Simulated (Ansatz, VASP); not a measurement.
## One calculation of RbTi, two programs

```xyz
2
Lattice="4.0591 0.0000 0.0000 0.0000 4.0591 0.0000 0.0000 0.0000 4.0591" Properties=species:S:1:pos:R:3 pbc="T T T"
Rb    0.0000    0.0000    0.0000
Ti    2.0296    2.0296    2.0296
```

Change from the starting cell: volume scaled by 1.04.

Alike in both runs: task single point; functional PBEsol; k mesh 10 × 10 × 10; occupations fermi-dirac, width 0.03 eV; no spin polarisation.

|  | VASP | Ansatz |
| --- | --- | --- |
| version | VASP 6.6.1 | Ansatz 0.2.0 |
| potentials or method | VASP PAW PBE potentials, release 64 (Rb_sv, Ti_sv), cutoff 520 eV | all-electron LAPW, scalar-relativistic |

Ansatz gave:

```
pressure (GPa) : -0.5
```

Question: Estimate VASP's values.

Answer: Pressure (GPa): -0.4.

VASP's potentials were made for PBE, not for PBEsol. Ansatz ran all-electron here, and VASP with PAW potentials.
